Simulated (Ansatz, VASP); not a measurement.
## GaAs in VASP and in Ansatz

```
CELL_PARAMETERS angstrom
0.00000 2.82685 2.82685
2.82685 0.00000 2.82685
2.82685 2.82685 0.00000
ATOMIC_POSITIONS crystal
Ga 0.00000 0.00000 0.00000
As 0.25000 0.25000 0.25000
```

Alike in both runs: task single point; functional PBE; k mesh 12 × 12 × 12; occupations gaussian, width 0.02 eV; no spin polarisation.

|  | VASP | Ansatz |
| --- | --- | --- |
| version | VASP 6.6.1 | Ansatz 0.2.0 |
| potentials or method | VASP PAW PBE potentials, release 64 (Ga_d, As), cutoff 520 eV | scalar-relativistic, plane waves, PAW |
| valence electrons in the cell | 18 | 28 |

Ansatz gave:

```
gap on the k mesh at the Fermi level (eV) : 0.52
least direct gap on the mesh (eV)         : 0.52
pressure (GPa)                            : 3.3
```

Task: Estimate VASP's values.

Result: gap on the k mesh at the Fermi level (eV): 0.52; least direct gap on the mesh (eV): 0.52; pressure (GPa): 3.5.

VASP's potentials hold 18 valence electrons a cell and Ansatz's 28, so a difference there can come from the potentials and not from the codes.
